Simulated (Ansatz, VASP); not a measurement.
# One calculation of ZnAu, two programs

```
Zn Au
1.0
     3.41873    0.00000    0.00000
     0.00000    3.41873    0.00000
     0.00000    0.00000    2.66661
Zn Au
1 1
Direct
  0.50000 0.50000 0.50000
  0.00000 0.00000 0.00000
```

Alike in both runs: task single point; functional PBEsol; k mesh 16 × 16 × 16; occupations gaussian, width 0.15 eV; no spin polarisation.

|  | VASP | Ansatz |
| --- | --- | --- |
| version | VASP 6.6.1 | Ansatz 0.2.0 |
| potentials or method | VASP PAW PBE potentials, release 64 (Zn, Au), cutoff 520 eV | scalar-relativistic, plane waves, PAW |
| valence electrons in the cell | 23 | 31 |

```csv
,VASP,Ansatz,Ansatz less VASP
gap on the k mesh at the Fermi level (eV),none,none,-
pressure (GPa),1.5,1.3,-0.17
"traceless stress, the component that is largest in VASP (GPa)",7.56,7.61,+0.042
```

VASP's potentials were made for PBE, not for PBEsol. A gap of «none» marks a metal or a gap that the smearing closes. The functional is the same, so the differences come from potentials, cutoffs and numerics. VASP's potentials hold 23 valence electrons a cell and Ansatz's 31, so a difference there can come from the potentials and not from the codes.

Spin-orbit coupling is off throughout.
